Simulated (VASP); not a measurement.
# Zn (P6_3/mmc) in VASP: notebook, part 2 of 2

VASP 6.6.1.

**5. Single point, r2SCAN**

This run uses another cell than the first one, of 14.56 Å³/atom, 0.953 times its volume.

Input file POSCAR:

```
Zn
1.0
    2.5952586766      0.0000000000      0.0000000000
   -1.2976293383      2.2475599434      0.0000000000
    0.0000000000      0.0000000000      4.9907059163
Zn
2
Direct
    0.3333333333      0.6666666667      0.2500000000
    0.6666666667      0.3333333333      0.7500000000
```

Input file INCAR.step1:

```
SYSTEM = Zn
ALGO = Normal
EDIFF = 1E-4
ENCUT = 520
GGA = PE
ISMEAR = 0
LASPH = .True.
LCHARG = .False.
LREAL = .False.
LWAVE = .True.
NBANDS = 19
NELM = 80
PREC = Accurate
SIGMA = 0.1
```

Input file INCAR.step2:

```
SYSTEM = Zn
ALGO = Normal
EDIFF = 1E-6
ENCUT = 520
ISIF = 2
ISMEAR = 0
ISTART = 1
LASPH = .True.
LCHARG = .False.
LMIXTAU = .True.
LREAL = .False.
LWAVE = .False.
METAGGA = R2SCAN
NBANDS = 19
NELM = 80
PREC = Accurate
SIGMA = 0.1
```

Input file KPOINTS:

```
k-points
0
Gamma
  24 24 10
  0 0 0
```

Potentials or basis: VASP PAW PBE potentials, release 64 (Zn).

Command:

```sh
$ cat potpaw_PBE.64/Zn/POTCAR > POTCAR
$ cp INCAR.step1 INCAR
$ mpirun -np 1 vasp_std > vasp.out
$ cp INCAR.step2 INCAR
$ mpirun -np 1 vasp_std > vasp.out
```

OUTCAR:

```text
SYSTEM = Zn
   EDIFF = 1E-6
   ENCUT = 520
   ISIF = 2
   ISMEAR = 0
   ISTART = 1
   LASPH = .True.
   LREAL = .False.
   METAGGA = R2SCAN
   NELM = 80
   PREC = Accurate

 ion  position               nearest neighbor table
   1  0.333  0.667  0.250-   2 2.91   2 2.91   2 2.91   2 2.91   2 2.91   2 2.91
   2  0.667  0.333  0.750-   1 2.91   1 2.91   1 2.91   1 2.91   1 2.91   1 2.91

  LATTYP: Found a hexagonal cell.
 ALAT       =     2.5952586766
 C/A-ratio  =     1.9230090477

  Lattice vectors:

[... 718 lines left out ...]
------------------------ aborting loop because EDIFF is reached ----------------------------------------

  FORCE on cell =-STRESS in cart. coord.  units (eV):
  Direction    XX          YY          ZZ          XY          YZ          ZX
  --------------------------------------------------------------------------------------
  -------------------------------------------------------------------------------------
  Total        0.1585900      0.1585900     -0.0099042      0.0000000      0.0000000      0.0000000
  in kB        8.7283559      8.7283559     -0.5451014      0.0000000      0.0000000      0.0000000
  external PRESSURE =       5.6372034 kB  Pullay stress =       0.0000000 kB

 VOLUME and BASIS-vectors are now :
 -----------------------------------------------------------------------------
  energy-cutoff  :      520.00
  volume of cell :       29.11
      direct lattice vectors                 reciprocal lattice vectors
     2.595258677  0.000000000  0.000000000     0.385318045  0.222463477  0.000000000
    -1.297629338  2.247559943  0.000000000     0.000000000  0.444926954  0.000000000
     0.000000000  0.000000000  4.990705916     0.000000000  0.000000000  0.200372456

 POSITION                                       TOTAL-FORCE (eV/Angst)
 -----------------------------------------------------------------------------------
     -0.00000      1.49837      1.24768         0.000000     -0.000000     -0.000000
      1.29763      0.74919      3.74303        -0.000000      0.000000      0.000000
 -----------------------------------------------------------------------------------
    total drift:                               -0.000000      0.000000      0.000000

  FREE ENERGIE OF THE ION-ELECTRON SYSTEM (eV)
  ---------------------------------------------------
  free  energy   TOTEN  =       -17.8019487139 eV

  energy  without entropy=      -17.8005537860  energy(sigma->0) =      -17.80125125
```

OUTCAR.step1:

```text
SYSTEM = Zn
   EDIFF = 1E-4
   ENCUT = 520
   GGA = PE
   ISMEAR = 0
   LASPH = .True.
   LREAL = .False.
[... 752 lines left out ...]
     -0.00000      1.49837      1.24768         0.000000      0.000000      0.000000
      1.29763      0.74919      3.74303        -0.000000     -0.000000     -0.000000
 -----------------------------------------------------------------------------------
    total drift:                               -0.000000      0.000000      0.000000

  FREE ENERGIE OF THE ION-ELECTRON SYSTEM (eV)
  ---------------------------------------------------
  free  energy   TOTEN  =        -2.1976021942 eV

  energy  without entropy=       -2.1960225809  energy(sigma->0) =       -2.19681239
```

OSZICAR.step1:

```text
N       E                     dE             d eps       ncg     rms          rms(c)
DAV:   1     0.112992174723E+03    0.11299E+03   -0.12359E+04 14460   0.202E+03
DAV:   2     0.271988554589E+01   -0.11027E+03   -0.10649E+03 13976   0.298E+02
DAV:   3    -0.240409930466E+01   -0.51240E+01   -0.51047E+01 15437   0.702E+01
DAV:   4    -0.243379182196E+01   -0.29693E-01   -0.29685E-01 15211   0.548E+00
DAV:   5    -0.243382848211E+01   -0.36660E-04   -0.36660E-04 14856   0.175E-01    0.445E+00
DAV:   6    -0.221374011263E+01    0.22009E+00   -0.83411E-01 15479   0.197E+01    0.323E+00
DAV:   7    -0.220275686148E+01    0.10983E-01   -0.29069E-02 17649   0.291E+00    0.165E+00
DAV:   8    -0.219759660693E+01    0.51603E-02   -0.19070E-03 19121   0.694E-01    0.490E-02
DAV:   9    -0.219760219416E+01   -0.55872E-05   -0.25063E-04 12905   0.211E-01
   1 F= -.21976022E+01 E0= -.21968124E+01  d E =-.157961E-02
```

Wall time 6.1 min (1 thread of Intel Xeon 6975P-C (Granite Rapids), shared host); peak memory 0.28 GiB.

What came out:

```
Free energy            : -17.8019 eV
Pressure               : 0.6 GPa
Band gap on the k mesh : zero (band 12 reaches 4.88 eV, above the bottom of band 13 at -0.23 eV)
```

Levels at points of the mesh, in eV from the Fermi level:
| k point | band 10 | band 11 | band 12 | band 13 | band 14 | band 15 |
| --- | --- | --- | --- | --- | --- | --- |
| (0.00, 0.00, 0.00) | -7.36 | -7.36 | -4.05 | -3.40 | 13.64 | 17.50 |
| (0.50, 0.00, 0.00) | -7.10 | -2.90 | -1.97 | 2.82 | 3.96 | 4.64 |
| (0.00, 0.00, 0.50) | -7.44 | -7.44 | -7.44 | 4.40 | 4.40 | 21.33 |
| (0.50, 0.00, 0.50) | -7.11 | -1.96 | -1.96 | 0.62 | 0.62 | 10.71 |

Caveat: the PAW data sets were made with another functional, which shifts forces and pressure a little.

**6. Overview**

| cell | k mesh | gap on the mesh (eV) | pressure (GPa) |
| --- | --- | --- | --- |
| a = 2.614, b = 2.614, c = 5.163 Å, angles 90.0, 90.0, 120.0°, 2 atoms | 18 × 18 × 8 | none | -2.6 |
| a = 2.569, b = 2.569, c = 5.021 Å, angles 90.0, 90.0, 120.0°, 2 atoms | 24 × 24 × 10 | none | 2.5 |
| a = 2.517, b = 2.517, c = 5.280 Å, angles 90.0, 90.0, 120.0°, 2 atoms | 24 × 24 × 10 | none | 4.7 |
| a = 2.595, b = 2.595, c = 4.991 Å, angles 90.0, 90.0, 120.0°, 2 atoms | 24 × 24 × 10 | none | 0.6 |

Alike in all rows: task single point; level r2SCAN; potentials or basis VASP PAW PBE potentials, release 64 (Zn); no spin polarisation; cutoff (eV) 520; smearing gaussian 0.1 eV.

Caveats: the PAW data sets were made with another functional, which shifts forces and pressure a little.

Total energies depend on the potentials used, so only differences within one code and one set of settings carry meaning.
